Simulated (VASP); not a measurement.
# Ru (P2_1/m) in VASP: a series of runs

Ru is run at these levels: PBEsol; tasks: single point.

All numbers are computed with VASP 6.6.1; they aren't measurements. Logs are shortened: lines on timing, memory, paths and dates and some standing lists are left out, and cuts for length are marked.

### 1 The cell of the first run

Symmetry: P2_1/m, No. 11, monoclinic system. The conventional cell has a = 2.690 Å, b = 4.252 Å, c = 2.690 Å, α = 90.00°, β = 120.00°, γ = 90.00°. Within 3.2 Å of Ru (site symmetry m) lie 12 Ru at 2.45 to 2.76 Å.

### 2 Single point, PBEsol (atoms displaced along several vibrational modes)

The input, INCAR:

```
  PREC = Accurate
  ENCUT = 520
  EDIFF = 1E-6
  ISMEAR = 0
  SIGMA = 0.15
  LREAL = F
  LASPH = T
  NELM = 80
  ALGO = Fast
  ISIF = 2
  LWAVE = F
  LCHARG = F
  GGA = PS
  NBANDS = 21
```

The input, KPOINTS:

```
regular mesh
0
Gamma
  18 18 10
```

The input, POSCAR:

```
Ru
1.0
    2.6896847532      0.0000000000      0.0000000000
   -1.3448423766      2.3293353245      0.0000000000
    0.0000000000      0.0000000000      4.2523798378
Ru
2
Direct
    0.2612554514      0.6266123220      0.2500000000
    0.7387445486      0.3733876780      0.7500000000
```

Potentials or basis: VASP PAW PBE potentials, release 64 (Ru_pv).

Run with:

```bash
> cat potpaw_PBE.64/Ru_pv/POTCAR > POTCAR
> mpirun -np 1 vasp_std > vasp.out
```

OUTCAR:

```text
PREC = Accurate
   ENCUT = 520
   EDIFF = 1E-6
   ISMEAR = 0
   LREAL = F
   LASPH = T
   NELM = 80
   ISIF = 2
   GGA = PS

 ion  position               nearest neighbor table
   1  0.261  0.627  0.250-   2 2.45   2 2.45   2 2.74   2 2.74   2 2.76   2 2.76
   2  0.739  0.373  0.750-   1 2.45   1 2.45   1 2.74   1 2.74   1 2.76   1 2.76

  LATTYP: Found a hexagonal cell.
 ALAT       =     2.6896847532
 C/A-ratio  =     1.5809956289

  Lattice vectors:

 A1 = (   2.6896847532,   0.0000000000,   0.0000000000)
 A2 = (  -1.3448423766,   2.3293353245,   0.0000000000)
 A3 = (   0.0000000000,   0.0000000000,   4.2523798378)

Analysis of symmetry for initial positions (statically):
=====================================================================
 Subroutine PRICEL returns:
 Original cell was already a primitive cell.

 Routine SETGRP: Setting up the symmetry group for a
 hexagonal supercell.

 Subroutine GETGRP returns: Found  4 space group operations
 (whereof  2 operations were pure point group operations)
 out of a pool of 24 trial point group operations.

The static configuration has the point symmetry S_2 .
 The point group associated with its full space group is C_2h.

Analysis of symmetry for dynamics (positions and initial velocities):
=====================================================================
 Subroutine PRICEL returns:
 Original cell was already a primitive cell.

 Routine SETGRP: Setting up the symmetry group for a
 hexagonal supercell.

 Subroutine GETGRP returns: Found  4 space group operations
 (whereof  2 operations were pure point group operations)
 out of a pool of 24 trial point group operations.

The dynamic configuration has the point symmetry S_2 .
 The point group associated with its full space group is C_2h.

 Subroutine INISYM returns: Found  4 space group operations
 (whereof  2 operations are pure point group operations),
 and found     1 'primitive' translations

----------------------------------------------------------------------------------------

                                     Primitive cell

  volume of cell :      26.6419

  direct lattice vectors                    reciprocal lattice vectors
     2.689684753  0.000000000  0.000000000     0.371790783  0.214653509  0.000000000
    -1.344842377  2.329335325  0.000000000     0.000000000  0.429307017  0.000000000
     0.000000000  0.000000000  4.252379838     0.000000000  0.000000000  0.235162436

  length of vectors
     2.689684753  2.689684753  4.252379838     0.429307017  0.429307017  0.235162436

  position of ions in fractional coordinates (direct lattice)
     0.261255451  0.626612322  0.250000000
     0.738744549  0.373387678  0.750000000

  ion indices of the primitive-cell ions
   primitive index   ion index
                 1           1
                 2           2

----------------------------------------------------------------------------------------

 KPOINTS: regular mesh

Automatic generation of k-mesh.
 Grid dimensions read from file:
 generate k-points for:   18   18   10

 Generating k-lattice:

  Cartesian coordinates                     Fractional coordinates (reciprocal lattice)
     0.020655043  0.011925195  0.000000000     0.055555556 -0.000000000  0.000000000
     0.000000000  0.023850390  0.000000000     0.000000000  0.055555556  0.000000000
     0.000000000  0.000000000  0.023516244     0.000000000  0.000000000  0.100000000

  Length of vectors
     0.023850390  0.023850390  0.023516244

  Shift w.r.t. Gamma in fractional coordinates (k-lattice)
     0.000000000  0.000000000  0.000000000

 Subroutine IBZKPT returns following result:
 ===========================================

 Found    984 irreducible k-points:

 Following reciprocal coordinates:
            Coordinates               Weight
  0.000000  0.000000  0.000000      1.000000
  0.055556 -0.000000  0.000000      2.000000
  0.000000  0.055556  0.000000      2.000000
 -0.055556  0.055556  0.000000      2.000000
  0.111111 -0.000000  0.000000      2.000000
  0.000000  0.111111  0.000000      2.000000
[... 16 lines left out ...]
  0.444444  0.000000  0.000000      2.000000
  0.000000  0.444444  0.000000      2.000000
 [... further k-points ...]
   k-points           NKPTS =    984   k-points in BZ     NKDIM =    984   number of bands    NBANDS=     21
   number of dos      NEDOS =    301   number of ions     NIONS =      2
   total plane-waves  NPLWV =  12800
   dimension x,y,z NGX =    20 NGY =   20 NGZ =   32
   dimension x,y,z NGXF=    40 NGYF=   40 NGZF=   64
   ions per type =               2
   NGX,Y,Z   is equivalent  to a cutoff of  12.36, 12.36, 12.51 a.u.
   NGXF,Y,Z  is equivalent  to a cutoff of  24.72, 24.72, 25.02 a.u.
 SYSTEM =  unknown system
   PREC   = accura    normal or accurate (medium, high low for compatibility)
   ISTART =      0    job   : 0-new  1-cont  2-samecut
   ICHARG =      2    charge: 1-file 2-atom 10-const
   ISPIN  =      1    spin polarized calculation?
   LNONCOLLINEAR =      F non collinear calculations
   LSORBIT =      F    spin-orbit coupling
   LASPH  =      T    aspherical Exc in radial PAW
   ENCUT  =  520.0 eV  38.22 Ry    6.18 a.u.   5.00  5.00  7.91*2*pi/ulx,y,z
   NELM   =     80;   NELMIN=  2; NELMDL= -5     # of ELM steps
   EDIFF  = 0.1E-05   stopping-criterion for ELM
   LREAL  =      F    real-space projection
   EDIFFG = 0.1E-04   stopping-criterion for IOM
   NSW    =      0    number of steps for IOM
   IBRION =     -1    ionic relax: 0-MD 1-quasi-New 2-CG
   NFREE  =      0    steps in history (QN), initial steepest desc. (CG)
   ISIF   =      2    stress and relaxation
   ISYM   =      2    0-nonsym 1-usesym 2-fastsym
   POTIM  = 0.5000    time-step for ionic-motion
   TEBEG  =    0.0;   TEEND  =   0.0 temperature during run
   PSTRESS=    0.0 pullay stress
   NELECT =      28.0000    total number of electrons
   NUPDOWN=      -1.0000    fix difference up-down
   EMIN   =  10.00;   EMAX   =-10.00  energy-range for DOS
   EFERMI =   0.00;   METHOD = LEGACY
   ISMEAR =     0;   SIGMA  =   0.15  broadening in eV -4-tet -1-fermi 0-gaus
   EFERMI_NEDOS =   21; number of points for ismear=-14 and -15
   IALGO  =     68    algorithm
   IMIX   =      4    mixing-type and parameters
     AMIX     =   0.40;   BMIX     =  1.00
     AMIX_MAG =   1.60;   BMIX_MAG =  1.00
  volume/ion in A,a.u.               =      13.32        89.89
  Fermi-wavevector in a.u.,A,eV,Ry     =   1.664456  3.145366 37.693775  2.770414
  Thomas-Fermi vector in A             =   2.750997
   LORBIT       =      0    0 simple, 1 ext, 2 COOP (PROOUT), +10 PAW based schemes
   GGA     = PS    functional components
   LHFCALC =     F    Hartree Fock is set to
   AEXX    =    0.0000 exact exchange contribution
   IVDW    =     0    specifies the selected vdW correction
   LEPSILON=     F    determine dielectric tensor
   LRPA    =     F    only Hartree local field effects (RPA)
 non-spin polarized calculation
 RMM-DIIS sequential band-by-band and
 Gauss-broadening in eV      SIGMA  =   0.15
  energy-cutoff  :      520.00
  volume of cell :       26.64
 maximum number of plane-waves:       738
   NGX =  9   NGY =  9   NGZ = 15

 number of electron      27.9999999 magnetization

 Free energy of the ion-electron system (eV)
  ---------------------------------------------------
  ext. energy  EPLUGINS =         0.00000000
  ---------------------------------------------------
  free energy    TOTEN  =       -19.96589550 eV

  energy without entropy =      -19.94446228  energy(sigma->0) =      -19.95517889

 E-fermi :  13.1416     XC(G=0): -14.3841

 val. band max:       13.1410059707   @ k =   0.2778   0.0000   0.3000
 cond. band min:      13.1417992195   @ k =  -0.2778   0.4444  -0.3000
 fundamental gap:      0.0007932487
 Fermi energy:        13.1416052087

 k-point     1 :       0.0000    0.0000    0.0000
  band No.  band energies     occupation
      1     -30.7219      2.00000
      2     -29.6729      2.00000
      3     -29.4533      2.00000
      4     -29.4396      2.00000
      5     -29.3925      2.00000
      6     -29.3092      2.00000
[... 13 lines left out ...]
     20      23.3894      0.00000
     21      23.7633      0.00000

 k-point     2 :       0.0556   -0.0000    0.0000
  band No.  band energies     occupation
      1     -30.7095      2.00000
      2     -29.6957      2.00000
      3     -29.4771      2.00000
      4     -29.4282      2.00000
      5     -29.4186      2.00000
      6     -29.3159      2.00000
[... 13 lines left out ...]
     20      23.3893      0.00000
     21      23.7377      0.00000

 k-point     3 :       0.0000    0.0556    0.0000
  band No.  band energies     occupation
      1     -30.7127      2.00000
      2     -29.6831      2.00000
      3     -29.4845      2.00000
      4     -29.4527      2.00000
      5     -29.3989      2.00000
      6     -29.3122      2.00000
[... 13 lines left out ...]
     20      23.3893      0.00000
     21      23.7435      0.00000

 k-point     4 :      -0.0556    0.0556    0.0000
  band No.  band energies     occupation
      1     -30.7123      2.00000
      2     -29.6841      2.00000
      3     -29.4813      2.00000
      4     -29.4531      2.00000
      5     -29.4007      2.00000
      6     -29.3126      2.00000
[... 13 lines left out ...]
     20      23.3893      0.00000
     21      23.7430      0.00000

 k-point     5 :       0.1111   -0.0000    0.0000
  band No.  band energies     occupation
      1     -30.6730      2.00000
      2     -29.7610      2.00000
      3     -29.5164      2.00000
      4     -29.4970      2.00000
      5     -29.4208      2.00000
      6     -29.3358      2.00000
[... 13 lines left out ...]
     20      23.3893      0.00000
     21      23.6640      0.00000

 k-point     6 :       0.0000    0.1111    0.0000
  band No.  band energies     occupation
      1     -30.6861      2.00000
      2     -29.7159      2.00000
      3     -29.5623      2.00000
      4     -29.5004      2.00000
      5     -29.4151      2.00000
      6     -29.3209      2.00000
[... 13 lines left out ...]
     20      23.3893      0.00000
     21      23.6801      0.00000

 k-point     7 :      -0.1111    0.1111    0.0000
  band No.  band energies     occupation
      1     -30.6845      2.00000
      2     -29.7199      2.00000
      3     -29.5550      2.00000
      4     -29.4996      2.00000
      5     -29.4193      2.00000
      6     -29.3227      2.00000
[... 13 lines left out ...]
     20      23.3893      0.00000
     21      23.6785      0.00000
[... 291 lines left out ...]
      1     -30.3120      2.00000
      2     -30.2508      2.00000
      3     -30.1597      2.00000
      4     -29.7407      2.00000
      5     -29.6107      2.00000
      6     -29.4851      2.00000
[... 13 lines left out ...]
     20      24.2567      0.00000
     21      24.5625      0.00000

 k-point    21 :       0.0000    0.3889    0.0000
  band No.  band energies     occupation
      1     -30.4229      2.00000
      2     -30.2791      2.00000
      3     -30.0698      2.00000
      4     -29.7974      2.00000
      5     -29.5398      2.00000
      6     -29.4249      2.00000
[... 13 lines left out ...]
     20      23.3738      0.00000
     21      23.7707      0.00000

 k-point    22 :      -0.3889    0.3889    0.0000
  band No.  band energies     occupation
      1     -30.4055      2.00000
      2     -30.2783      2.00000
      3     -30.0786      2.00000
      4     -29.7854      2.00000
      5     -29.5451      2.00000
      6     -29.4440      2.00000
[... 13 lines left out ...]
     20      23.3791      0.00000
     21      23.8068      0.00000

 k-point    23 :       0.4444    0.0000    0.0000
  band No.  band energies     occupation
      1     -30.3711      2.00000
      2     -30.2335      2.00000
      3     -30.1730      2.00000
      4     -29.7628      2.00000
      5     -29.6717      2.00000
      6     -29.4954      2.00000
[... 13 lines left out ...]
     20      25.5269      0.00000
     21      26.3743      0.00000

 k-point    24 :       0.0000    0.4444    0.0000
  band No.  band energies     occupation
      1     -30.3884      2.00000
      2     -30.3511      2.00000
      3     -30.1269      2.00000
      4     -29.8186      2.00000
      5     -29.5537      2.00000
      6     -29.4411      2.00000
[... 13 lines left out ...]
     20      23.4840      0.00000
     21      23.6959      0.00000

 [... further k-points ...]

------------------------ aborting loop because EDIFF is reached ----------------------------------------

  FORCE on cell =-STRESS in cart. coord.  units (eV):
  Direction    XX          YY          ZZ          XY          YZ          ZX
  --------------------------------------------------------------------------------------
  -------------------------------------------------------------------------------------
  Total        1.0260956     -0.1136918      2.1282279      0.8195524      0.0000000      0.0000000
  in kB       61.7067925     -6.8371360    127.9862378     49.2858054      0.0000000      0.0000000
  external PRESSURE =      60.9519648 kB  Pullay stress =       0.0000000 kB

 VOLUME and BASIS-vectors are now :
 -----------------------------------------------------------------------------
  energy-cutoff  :      520.00
  volume of cell :       26.64
      direct lattice vectors                 reciprocal lattice vectors
     2.689684753  0.000000000  0.000000000     0.371790783  0.214653509  0.000000000
    -1.344842377  2.329335325  0.000000000     0.000000000  0.429307017  0.000000000
     0.000000000  0.000000000  4.252379838     0.000000000  0.000000000  0.235162436

 POSITION                                       TOTAL-FORCE (eV/Angst)
 -----------------------------------------------------------------------------------
     -0.14000      1.45959      1.06309         1.746361      1.218815      0.000000
      1.48484      0.86975      3.18928        -1.746361     -1.218815     -0.000000
 -----------------------------------------------------------------------------------
    total drift:                               -0.000000      0.000000     -0.000000

  FREE ENERGIE OF THE ION-ELECTRON SYSTEM (eV)
  ---------------------------------------------------
  free  energy   TOTEN  =       -19.9658954967 eV

  energy  without entropy=      -19.9444622843  energy(sigma->0) =      -19.95517889
```

Wall time 2.8 min (1 thread of Intel Xeon 6975P-C (Granite Rapids), shared host); peak memory 0.5 GiB.

What came out:

```yaml
Free_energy: -19.9659 eV
Pressure: 6.1 GPa
Largest_force: 2.130 eV/Å
Band_gap_on_the_k_mesh: zero (bands 14 and 15 overlap by 3.15 eV)
```

Forces in eV/Å, atoms in the order of the input:
```
Ru   1.746  1.219  0.000
Ru  -1.746 -1.219  0.000
```

Stress tensor (GPa, compression positive):
```
 6.17  4.93  0.00
 4.93 -0.68  0.00
 0.00  0.00 12.80
```

Caveat: the cell differs from its parent crystal (atoms displaced along several vibrational modes); the stress differs along the axes, from -1 to 13 GPa; the PAW data sets were made with another functional, which shifts forces and pressure a little.

[end of part 1 of 2]
